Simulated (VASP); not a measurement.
# InSb (F-43m) in VASP: notebook

InSb is run at these levels: LDA; tasks: single point.

All numbers are computed with VASP 6.6.1; they aren't measurements. Logs are shortened: lines on timing, memory, paths and dates and some standing lists are left out, and cuts for length are marked.

## Step 1: The cell of the first run

It takes space group F-43m (No. 216, cubic). The conventional cell has a = 6.346 Å, b = 6.346 Å, c = 6.346 Å, α = 90.00°, β = 90.00°, γ = 90.00°. In (site symmetry -43m) has 4 Sb at 2.75 Å within 3.6 Å. Within 3.6 Å of Sb (site symmetry -43m) lie 4 In at 2.75 Å.

## Step 2: Single point, LDA (volume scaled by 0.94)

INCAR reads:

```
SYSTEM = InSb
ALGO = Normal
EDIFF = 1E-6
ENCUT = 520
ISIF = 2
ISMEAR = -1
LASPH = .True.
LCHARG = .False.
LREAL = .False.
LWAVE = .False.
NBANDS = 16
NELM = 100
PREC = Accurate
SIGMA = 0.03
```

KPOINTS reads:

```
k-points
0
Gamma
  10 10 10
  0 0 0
```

POSCAR reads:

```
InSb
1.0
    0.0000000000      3.1729773647      3.1729773647
    3.1729773647      0.0000000000      3.1729773647
    3.1729773647      3.1729773647      0.0000000000
In Sb
1 1
Direct
    0.0000000000      0.0000000000      0.0000000000
    0.7500000000      0.7500000000      0.7500000000
```

Potentials or basis: VASP PAW LDA potentials, release 64 (In_d, Sb).

On the command line:

```
$ cat potpaw_LDA.64/In_d/POTCAR potpaw_LDA.64/Sb/POTCAR > POTCAR
$ mpirun -np 1 vasp_std > vasp.out
```

OUTCAR:

```text
SYSTEM = InSb
   EDIFF = 1E-6
   ENCUT = 520
   ISIF = 2
   ISMEAR = -1
   LASPH = .True.
   LREAL = .False.
   NELM = 100
   PREC = Accurate

 ion  position               nearest neighbor table
   1  0.000  0.000  0.000-   2 2.75   2 2.75   2 2.75   2 2.75
   2  0.750  0.750  0.750-   1 2.75   1 2.75   1 2.75   1 2.75

  LATTYP: Found a face centered cubic cell.
 ALAT       =     6.3459547294

  Lattice vectors:

 A1 = (   0.0000000000,   3.1729773647,   3.1729773647)
 A2 = (   3.1729773647,   0.0000000000,   3.1729773647)
 A3 = (   3.1729773647,   3.1729773647,   0.0000000000)

Analysis of symmetry for initial positions (statically):
=====================================================================
 Subroutine PRICEL returns:
 Original cell was already a primitive cell.

 Routine SETGRP: Setting up the symmetry group for a
 face centered cubic supercell.

 Subroutine GETGRP returns: Found 24 space group operations
 (whereof 24 operations were pure point group operations)
 out of a pool of 48 trial point group operations.

The static configuration has the point symmetry T_d .

Analysis of symmetry for dynamics (positions and initial velocities):
=====================================================================
 Subroutine PRICEL returns:
 Original cell was already a primitive cell.

 Routine SETGRP: Setting up the symmetry group for a
 face centered cubic supercell.

 Subroutine GETGRP returns: Found 24 space group operations
 (whereof 24 operations were pure point group operations)
 out of a pool of 48 trial point group operations.

The dynamic configuration has the point symmetry T_d .

 Subroutine INISYM returns: Found 24 space group operations
 (whereof 24 operations are pure point group operations),
 and found     1 'primitive' translations

----------------------------------------------------------------------------------------

                                     Primitive cell

  volume of cell :      63.8897

  direct lattice vectors                    reciprocal lattice vectors
     0.000000000  3.172977365  3.172977365    -0.157580702  0.157580702  0.157580702
     3.172977365  0.000000000  3.172977365     0.157580702 -0.157580702  0.157580702
     3.172977365  3.172977365  0.000000000     0.157580702  0.157580702 -0.157580702

  length of vectors
     4.487267622  4.487267622  4.487267622     0.272937782  0.272937782  0.272937782

  position of ions in fractional coordinates (direct lattice)
     0.000000000  0.000000000  0.000000000
     0.750000000  0.750000000  0.750000000

  ion indices of the primitive-cell ions
   primitive index   ion index
                 1           1
                 2           2

----------------------------------------------------------------------------------------

 KPOINTS: k-points

Automatic generation of k-mesh.
 Grid dimensions read from file:
 generate k-points for:   10   10   10

 Generating k-lattice:

  Cartesian coordinates                     Fractional coordinates (reciprocal lattice)
    -0.015758070  0.015758070  0.015758070     0.100000000  0.000000000  0.000000000
     0.015758070 -0.015758070  0.015758070     0.000000000  0.100000000  0.000000000
     0.015758070  0.015758070 -0.015758070     0.000000000  0.000000000  0.100000000

  Length of vectors
     0.027293778  0.027293778  0.027293778

  Shift w.r.t. Gamma in fractional coordinates (k-lattice)
     0.000000000  0.000000000  0.000000000

 Subroutine IBZKPT returns following result:
 ===========================================

 Found     47 irreducible k-points:

 Following reciprocal coordinates:
            Coordinates               Weight
  0.000000  0.000000  0.000000      1.000000
  0.100000  0.000000  0.000000      8.000000
  0.200000  0.000000  0.000000      8.000000
  0.300000  0.000000  0.000000      8.000000
  0.400000  0.000000  0.000000      8.000000
  0.500000  0.000000  0.000000      4.000000
[... 16 lines left out ...]
  0.300000  0.300000  0.000000      6.000000
  0.400000  0.300000  0.000000     24.000000
 [... further k-points ...]
   k-points           NKPTS =     47   k-points in BZ     NKDIM =     47   number of bands    NBANDS=     16
   number of dos      NEDOS =    301   number of ions     NIONS =      2
   total plane-waves  NPLWV =  46656
   dimension x,y,z NGX =    36 NGY =   36 NGZ =   36
   dimension x,y,z NGXF=    72 NGYF=   72 NGZF=   72
   ions per type =               1   1
   NGX,Y,Z   is equivalent  to a cutoff of  13.34, 13.34, 13.34 a.u.
   NGXF,Y,Z  is equivalent  to a cutoff of  26.67, 26.67, 26.67 a.u.
 SYSTEM =  InSb
   PREC   = accura    normal or accurate (medium, high low for compatibility)
   ISTART =      0    job   : 0-new  1-cont  2-samecut
   ICHARG =      2    charge: 1-file 2-atom 10-const
   ISPIN  =      1    spin polarized calculation?
   LNONCOLLINEAR =      F non collinear calculations
   LSORBIT =      F    spin-orbit coupling
   LASPH  =      T    aspherical Exc in radial PAW
   ENCUT  =  520.0 eV  38.22 Ry    6.18 a.u.   8.34  8.34  8.34*2*pi/ulx,y,z
   NELM   =    100;   NELMIN=  2; NELMDL= -5     # of ELM steps
   EDIFF  = 0.1E-05   stopping-criterion for ELM
   LREAL  =      F    real-space projection
   EDIFFG = 0.1E-04   stopping-criterion for IOM
   NSW    =      0    number of steps for IOM
   IBRION =     -1    ionic relax: 0-MD 1-quasi-New 2-CG
   NFREE  =      0    steps in history (QN), initial steepest desc. (CG)
   ISIF   =      2    stress and relaxation
   ISYM   =      2    0-nonsym 1-usesym 2-fastsym
   POTIM  = 0.5000    time-step for ionic-motion
   TEBEG  =    0.0;   TEEND  =   0.0 temperature during run
   PSTRESS=    0.0 pullay stress
   NELECT =      18.0000    total number of electrons
   NUPDOWN=      -1.0000    fix difference up-down
   EMIN   =  10.00;   EMAX   =-10.00  energy-range for DOS
   EFERMI =   0.00;   METHOD = LEGACY
   ISMEAR =    -1;   SIGMA  =   0.03  broadening in eV -4-tet -1-fermi 0-gaus
   EFERMI_NEDOS =   21; number of points for ismear=-14 and -15
   IALGO  =     38    algorithm
   IMIX   =      4    mixing-type and parameters
     AMIX     =   0.40;   BMIX     =  1.00
     AMIX_MAG =   1.60;   BMIX_MAG =  1.00
  volume/ion in A,a.u.               =      31.94       215.57
  Fermi-wavevector in a.u.,A,eV,Ry     =   1.073220  2.028091 15.671202  1.151801
  Thomas-Fermi vector in A             =   2.209013
   LORBIT       =      0    0 simple, 1 ext, 2 COOP (PROOUT), +10 PAW based schemes
   GGA     = CA    functional components
   LHFCALC =     F    Hartree Fock is set to
   AEXX    =    0.0000 exact exchange contribution
   IVDW    =     0    specifies the selected vdW correction
   LEPSILON=     F    determine dielectric tensor
   LRPA    =     F    only Hartree local field effects (RPA)
 non-spin polarized calculation
  energy-cutoff  :      520.00
  volume of cell :       63.89
 maximum number of plane-waves:      1759
 NGX is ok and might be reduce to    36
   NGX = 17   NGY = 17   NGZ = 17

 number of electron      18.0000005 magnetization

 Free energy of the ion-electron system (eV)
  ---------------------------------------------------
  ext. energy  EPLUGINS =         0.00000000
  ---------------------------------------------------
  free energy    TOTEN  =        -8.18866833 eV

  energy without entropy =       -8.18851946  energy(sigma->0) =       -8.18859389

 E-fermi :   5.6137     XC(G=0):  -9.2548

 val. band max:        5.5801166569   @ k =   0.0000   0.0000   0.0000
 cond. band min:       6.1131561230   @ k =   0.5000   0.0000   0.0000
 fundamental gap:      0.5330394661
 Fermi energy:         5.6136602872

 k-point     1 :       0.0000    0.0000    0.0000
  band No.  band energies     occupation
      1      -9.1312      2.00000
      2      -9.1312      2.00000
      3      -9.1312      2.00000
      4      -9.0248      2.00000
      5      -9.0248      2.00000
      6      -5.6080      2.00000
[... 8 lines left out ...]
     15      13.9611      0.00000
     16      13.9611      0.00000

 k-point     2 :       0.1000    0.0000    0.0000
  band No.  band energies     occupation
      1      -9.1376      2.00000
      2      -9.1285      2.00000
      3      -9.1285      2.00000
      4      -9.0250      2.00000
      5      -9.0250      2.00000
      6      -5.5078      2.00000
[... 8 lines left out ...]
     15      13.2286      0.00000
     16      13.2286      0.00000

 k-point     3 :       0.2000    0.0000    0.0000
  band No.  band energies     occupation
      1      -9.1541      2.00000
      2      -9.1218      2.00000
      3      -9.1218      2.00000
      4      -9.0254      2.00000
      5      -9.0254      2.00000
      6      -5.2180      2.00000
[... 8 lines left out ...]
     15      12.8238      0.00000
     16      12.8238      0.00000

 k-point     4 :       0.3000    0.0000    0.0000
  band No.  band energies     occupation
      1      -9.1740      2.00000
      2      -9.1143      2.00000
      3      -9.1143      2.00000
      4      -9.0249      2.00000
      5      -9.0249      2.00000
      6      -4.7795      2.00000
[... 8 lines left out ...]
     15      13.1017      0.00000
     16      13.1017      0.00000
[... 324 lines left out ...]
 k-point    22 :      -0.2000    0.2000    0.0000
  band No.  band energies     occupation
      1      -9.1817      2.00000
      2      -9.1110      2.00000
      3      -9.1074      2.00000
      4      -9.0287      2.00000
      5      -9.0239      2.00000
      6      -4.6264      2.00000
[... 8 lines left out ...]
     15      13.9605      0.00000
     16      14.5587      0.00000

 k-point    23 :       0.3000    0.3000    0.0000
  band No.  band energies     occupation
      1      -9.2030      2.00000
      2      -9.0946      2.00000
      3      -9.0946      2.00000
      4      -9.0411      2.00000
      5      -9.0178      2.00000
      6      -4.4818      2.00000
[... 8 lines left out ...]
     15      14.8287      0.00000
     16      15.3696      0.00000

 k-point    24 :       0.4000    0.3000    0.0000
  band No.  band energies     occupation
      1      -9.2150      2.00000
      2      -9.0889      2.00000
      3      -9.0876      2.00000
      4      -9.0434      2.00000
      5      -9.0169      2.00000
      6      -4.0908      2.00000
[... 8 lines left out ...]
     15      15.2774      0.00000
     16      15.7952      0.00000

 [... further k-points ...]

------------------------ aborting loop because EDIFF is reached ----------------------------------------

  FORCE on cell =-STRESS in cart. coord.  units (eV):
  Direction    XX          YY          ZZ          XY          YZ          ZX
  --------------------------------------------------------------------------------------
  -------------------------------------------------------------------------------------
  Total        1.0626063      1.0626063      1.0626063      0.0000000      0.0000000      0.0000000
  in kB       26.6472294     26.6472294     26.6472294      0.0000000      0.0000000      0.0000000
  external PRESSURE =      26.6472294 kB  Pullay stress =       0.0000000 kB

 VOLUME and BASIS-vectors are now :
 -----------------------------------------------------------------------------
  energy-cutoff  :      520.00
  volume of cell :       63.89
      direct lattice vectors                 reciprocal lattice vectors
     0.000000000  3.172977365  3.172977365    -0.157580702  0.157580702  0.157580702
     3.172977365  0.000000000  3.172977365     0.157580702 -0.157580702  0.157580702
     3.172977365  3.172977365  0.000000000     0.157580702  0.157580702 -0.157580702

 POSITION                                       TOTAL-FORCE (eV/Angst)
 -----------------------------------------------------------------------------------
      0.00000      0.00000      0.00000         0.000000      0.000000      0.000000
      4.75947      4.75947      4.75947        -0.000000     -0.000000     -0.000000
 -----------------------------------------------------------------------------------
    total drift:                                0.000000      0.000000      0.000000

  FREE ENERGIE OF THE ION-ELECTRON SYSTEM (eV)
  ---------------------------------------------------
  free  energy   TOTEN  =        -8.1886683259 eV

  energy  without entropy=       -8.1885194611  energy(sigma->0) =       -8.18859389
```

Wall time 69 s (1 thread of Intel Xeon Platinum 8259CL at 2.50GHz (Skylake/Cascade Lake), shared host); peak memory 0.2 GiB.

What came out:

* Free energy: -8.1887 eV
* Pressure: 2.7 GPa
* Band gap on the k mesh: zero (filled and empty bands touch)

Caveat: spin-orbit coupling is left out, which moves the levels of the heavy elements.

## Step 3: Single point, LDA (volume scaled by 0.9405)

INCAR reads:

```
SYSTEM = InSb
PREC = Accurate
ENCUT = 520
EDIFF = 1E-6
ISMEAR = -1
SIGMA = 0.03
LREAL = .False.
LASPH = .True.
NELM = 100
ALGO = Normal
ISIF = 2
LWAVE = .False.
LCHARG = .True.
LELF = .True.
LVHAR = .True.
NBANDS = 16
```

KPOINTS reads:

```
regular mesh
0
Gamma
  10 10 10
  0 0 0
```

POSCAR reads:

```
InSb
1.0
    0.0000000000      3.1735398497      3.1735398497
    3.1735398497      0.0000000000      3.1735398497
    3.1735398497      3.1735398497      0.0000000000
In Sb
1 1
Direct
    0.0000000000      0.0000000000      0.0000000000
    0.7500000000      0.7500000000      0.7500000000
```

Potentials or basis: VASP PAW LDA potentials, release 64 (In_d, Sb).

On the command line:

```
$ cat potpaw_LDA.64/In_d/POTCAR potpaw_LDA.64/Sb/POTCAR > POTCAR
$ mpirun -np 1 vasp_std > vasp.out
```

It took 61 s on 1 thread of Intel Xeon Platinum 8259CL at 2.50GHz (Skylake/Cascade Lake), shared host; peak memory 0.2 GiB.

The run converged. Its results:

* Free energy: -8.1892 eV
* Pressure: 2.6 GPa
* Band gap on the k mesh: zero (filled and empty bands touch)

Levels at points of the mesh, in eV from the Fermi level:
| k point | band 5 | band 6 | band 7 | band 8 | band 9 | band 10 | band 11 | band 12 | band 13 | band 14 |
| --- | --- | --- | --- | --- | --- | --- | --- | --- | --- | --- |
| (0.00, 0.00, 0.00) | -14.64 | -11.22 | -0.04 | -0.03 | -0.03 | -0.03 | 2.86 | 2.86 | 2.86 | 5.56 |
| (0.50, 0.00, 0.00) | -14.63 | -9.68 | -6.01 | -1.15 | -1.15 | 0.50 | 3.74 | 3.74 | 5.86 | 8.43 |
| (0.50, 0.50, 0.00) | -14.63 | -8.99 | -6.29 | -2.52 | -2.52 | 1.11 | 1.18 | 8.38 | 8.38 | 9.04 |

Caveat: spin-orbit coupling is left out, which moves the levels of the heavy elements.

## Step 4: Single point, LDA (volume scaled by 0.96)

INCAR reads:

```
SYSTEM = InSb
ALGO = Normal ; EDIFF = 1E-6
ENCUT = 520 ; GGA = CA
ISIF = 2 ; ISMEAR = -1
LASPH = .True. ; LCHARG = .True.
LELF = .True. ; LREAL = .False.
LVHAR = .True. ; LWAVE = .False.
NBANDS = 16 ; NELM = 100
PREC = Accurate ; SIGMA = 0.03
```

KPOINTS reads:

```
k-points
0
Gamma
  10 10 10
  0 0 0
```

POSCAR reads:

```
InSb
1.0
    0.0000000000      3.1953230120      3.1953230120
    3.1953230120      0.0000000000      3.1953230120
    3.1953230120      3.1953230120      0.0000000000
In Sb
1 1
Direct
    0.0000000000      0.0000000000      0.0000000000
    0.7500000000      0.7500000000      0.7500000000
```

On the command line:

```
$ cat potpaw_LDA.64/In_d/POTCAR potpaw_LDA.64/Sb/POTCAR > POTCAR
$ mpirun -np 1 vasp_std > vasp.out
```

Wall time 59 s (1 thread of Intel Xeon Platinum 8259CL at 2.50GHz (Skylake/Cascade Lake), shared host); peak memory 0.21 GiB.

Results (log left out):

- Free energy: -8.2065 eV
- Pressure: 1.5 GPa
- Band gap on the k mesh: zero (filled and empty bands touch)

Levels at points of the mesh, in eV from the Fermi level:
```
           k point  band 5  band 6  band 7  band 8  band 9  band 10  band 11  band 12  band 13  band 14
(0.00, 0.00, 0.00)  -14.58  -11.07   -0.15   -0.02   -0.02    -0.02     2.88     2.88     2.88     5.55
(0.50, 0.00, 0.00)  -14.58   -9.59   -5.90   -1.10   -1.10     0.47     3.75     3.75     5.89     8.33
(0.50, 0.50, 0.00)  -14.57   -8.93   -6.18   -2.44   -2.44     1.15     1.20     8.26     8.26     8.90
```

Caveat: spin-orbit coupling is left out, which moves the levels of the heavy elements.

(Part 1 of 2 ends here.)
